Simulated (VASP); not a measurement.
Wanted: the native input for a VASP 6.6.1 run.

| Item | Value |
| --- | --- |
| Task | single point |
| Functional | PBEsol |
| Potentials or basis | VASP PAW PBE potentials, release 64 (W_sv, F) |
| Cutoff | 520 eV |
| k mesh | 4 × 4 × 6 |
| Occupations | gaussian, width 0.1 eV |
| Spin | collinear spin |
| Starting moments | [0.85, 0.85, 0.0, 0.0, 0.0, 0.0] μB |
| Dipole correction | no |
| Further INCAR settings | ALGO = Normal; EDIFF = 1e-06; NBANDS = 41 |

The structure of WF2 lies in POSCAR:

```
WF2
1.0
    5.4374975766      0.0000000000      0.0000000000
    0.0000000000      5.4374975766      0.0000000000
    0.0000000000      0.0000000000      2.6268901494
W F
2 4
Direct
    0.0000000000      0.0000000000      0.0000000000
    0.5000000000      0.5000000000      0.5000000000
    0.2797072210      0.2797072210      0.0000000000
    0.7202927790      0.7202927790      0.0000000000
    0.7797072210      0.2202927790      0.5000000000
    0.2202927790      0.7797072210      0.5000000000
```

One way to write it, as run:

INCAR

```
  PREC = Accurate
  ENCUT = 520
  EDIFF = 1E-6
  ISMEAR = 0
  SIGMA = 0.1
  LREAL = False
  LASPH = True
  NELM = 150
  ALGO = Normal
  ISIF = 2
  LWAVE = False
  LCHARG = True
  ISPIN = 2
  MAGMOM = 0.85 0.85 0 0 0 0
  LORBIT = 11
  LMAXMIX = 4
  GGA = PS
  LELF = True
  LVHAR = True
  NBANDS = 41
```

KPOINTS

```
Automatic mesh
0
Gamma
  4 4 6
```

Potentials or basis: VASP PAW PBE potentials, release 64 (W_sv, F).

Launch:

```bash
$ cat potpaw_PBE.64/W_sv/POTCAR potpaw_PBE.64/F/POTCAR > POTCAR
$ mpirun -np 1 vasp_std > vasp.out
```

It gave:

The pressure is 5.2 GPa. The largest force is 0.464 eV/Å and the net moment is 2.56 μB per cell. The site moments are W +0.99; F +0.04 μB and the valence electrons inside the program's atomic spheres are W 11.96; F 6.08.

Caveat: the k points lie up to 0.40 Å⁻¹ apart; the PAW data sets were made with another functional, which shifts forces and pressure a little.

Run time: 80 s on 1 thread of Intel(R) Xeon(R) Platinum 8488C (Sapphire Rapids) (shared host), peak memory 0.26 GiB.
